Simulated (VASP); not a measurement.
Write the native input for VASP 6.6.1 that does the following.

```
Task                   : single point
Functional             : PBE
Dispersion             : D3(BJ)
Potentials or basis    : VASP PAW PBE potentials, release 64 (Sb)
Cutoff                 : 400 eV
k mesh                 : 12 × 12 × 1
Occupations            : gaussian, width 0.03 eV
Spin                   : no spin polarisation
Dipole correction      : yes
Further INCAR settings : ALGO = Normal; EDIFF = 1e-06; NBANDS = 12; NELMDL = -8
```

The structure of Sb lies in POSCAR:

```
Sb
1.0
    4.0685005379      0.0000000000      0.0000000000
   -2.0342502689      3.5234248211      0.0000000000
    0.0000000000      0.0000000000     27.1000000030
Sb
2
Direct
    0.3333333333      0.6666666667      0.2583030261
    0.6666666667      0.3333333333      0.3191877487
```

One way to write it, as run:

INCAR

```
SYSTEM = Sb
ALGO     = Normal         ! electronic algorithm
DIPOL    = 0.5 0.5 0.289
EDIFF    = 1E-6           ! SCF threshold, eV
ENCUT    = 400            ! plane-wave cutoff, eV
GGA      = PE             ! functional
GGA_COMPAT= .False.      
IDIPOL   = 3            
ISIF     = 2              ! what is computed and relaxed
ISMEAR   = 0              ! smearing method
IVDW     = 12             ! dispersion correction
LASPH    = .True.         ! aspherical terms in the spheres
LCHARG   = .False.        ! write CHGCAR
LDIPOL   = .True.       
LREAL    = .False.        ! projectors in reciprocal space
LWAVE    = .False.        ! write WAVECAR
NBANDS   = 12             ! bands
NELM     = 120            ! most SCF steps
NELMDL   = -8           
PREC     = Accurate       ! precision mode
SIGMA    = 0.03           ! smearing width, eV
```

KPOINTS

```
k-points
0
Gamma
  12 12 1
  0 0 0
```

Potentials or basis: VASP PAW PBE potentials, release 64 (Sb).

Launch:

```bash
$ cat potpaw_PBE.64/Sb/POTCAR > POTCAR
$ mpirun -np 1 vasp_std > vasp.out
```

It gave:

```json
{"Largest force": "0.091 eV/Å", "Band gap on the k mesh": "1.19 eV, indirect (least direct gap 1.64 eV)", "Dispersion energy per atom": "-0.237 eV"}
```

Caveat: spin-orbit coupling is left out, which moves the levels of the heavy elements.

It took 2.1 min on 1 thread of Intel(R) Xeon(R) Platinum 8259CL CPU @ 2.50GHz (Skylake/Cascade Lake), on a shared host, peak memory 0.35 GiB.
